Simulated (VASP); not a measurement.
Here is a VASP 6.6.1 calculation.

The input INCAR:

```
ALGO     = Normal         # electronic algorithm
EDIFF    = 1E-8           # SCF threshold, eV
ENCUT    = 520            # plane-wave cutoff, eV
GGA      = PE             # functional
IBRION   = 8              # ionic algorithm
ISIF     = 2              # what is computed and relaxed
ISMEAR   = 0              # smearing method
LASPH    = T              # aspherical terms in the spheres
LCHARG   = F              # write CHGCAR
LEPSILON = T              # dielectric tensor by DFPT
LREAL    = F              # projectors in reciprocal space
LWAVE    = F              # write WAVECAR
NELM     = 100            # most SCF steps
NSW      = 1              # ionic steps
PREC     = Accurate       # precision mode
SIGMA    = 0.01           # smearing width, eV
```

Contents of KPOINTS:

```
k-points
0
Gamma
  10 10 10
```

The input POSCAR:

```
MgO
1.0
    0.0000000000      2.1271906151      2.1271906151
    2.1271906151      0.0000000000      2.1271906151
    2.1271906151      2.1271906151      0.0000000000
Mg O
1 1
Direct
    0.0000000000      0.0000000000      0.0000000000
    0.5000000000      0.5000000000      0.5000000000
```

Potentials or basis: VASP PAW PBE potentials, release 64 (Mg, O).

Run with:

```bash
$ cat potpaw_PBE.64/Mg/POTCAR potpaw_PBE.64/O/POTCAR > POTCAR
$ mpirun -np 1 vasp_std > vasp.out
```

(1) What does it give for the electronic dielectric tensor (diagonal)?

(2) Predict the Born charges (mean of the diagonal).

(3) What does it give for the highest phonon frequency at Γ, LO-TO splitting left out?

Answers

(1) 3.17.

(2) Mg +1.98; O -1.98 e.

(3) 367 cm⁻¹.
